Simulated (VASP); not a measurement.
Here is a VASP 6.6.1 calculation.

File INCAR:

```
PREC = Accurate
ENCUT = 520
EDIFF = 1E-6
ISMEAR = -1
SIGMA = 0.05
LREAL = F
LASPH = T
NELM = 150
ALGO = Fast
ISIF = 2
LWAVE = F
LCHARG = F
ISPIN = 2
MAGMOM = 0 1 0 0 0 0 0 0
LORBIT = 11
LMAXMIX = 4
GGA = PE
NBANDS = 30
```

KPOINTS

```
regular mesh
0
Gamma
  6 5 5
```

File POSCAR:

```
SrMg6Ni
1.0
    4.5442711897      0.0000000000      0.0000000000
    0.0000000000      3.1693399180      7.2124771376
    0.0000000000     -3.1693399180      7.2124771376
Sr Ni Mg
1 1 6
Direct
    0.5000000000      0.7182430000      0.7182430000
    0.0000000000      0.8957990000      0.8957990000
    0.5000000000      0.1335570000      0.1335570000
    0.5000000000      0.1652130000      0.6793490000
    0.5000000000      0.6793490000      0.1652130000
    0.0000000000      0.3051920000      0.3051920000
    0.0000000000      0.3049440000      0.7977040000
    0.0000000000      0.7977040000      0.3049440000
```

Potentials or basis: VASP PAW PBE potentials, release 64 (Sr_sv, Ni, Mg).

Command:

```bash
$ cat potpaw_PBE.64/Sr_sv/POTCAR potpaw_PBE.64/Ni/POTCAR potpaw_PBE.64/Mg/POTCAR > POTCAR
$ mpirun -np 1 vasp_std > vasp.out
```

Problem. Estimate the net moment.

Solution. 0.00 μB per cell.

Problem. Predict the largest force.

Solution. 0.111 eV/Å.

Problem. Estimate the band gap on the k mesh.

Solution. Zero (filled and empty bands overlap).

Problem. Predict the pressure.

Solution. -1.3 GPa.

Stress tensor (GPa, compression positive):
```
-1.15  0.00  0.00
 0.00 -1.32  0.00
 0.00  0.00 -1.56
```

Caveat: the moments typed at the start vanished in this run.
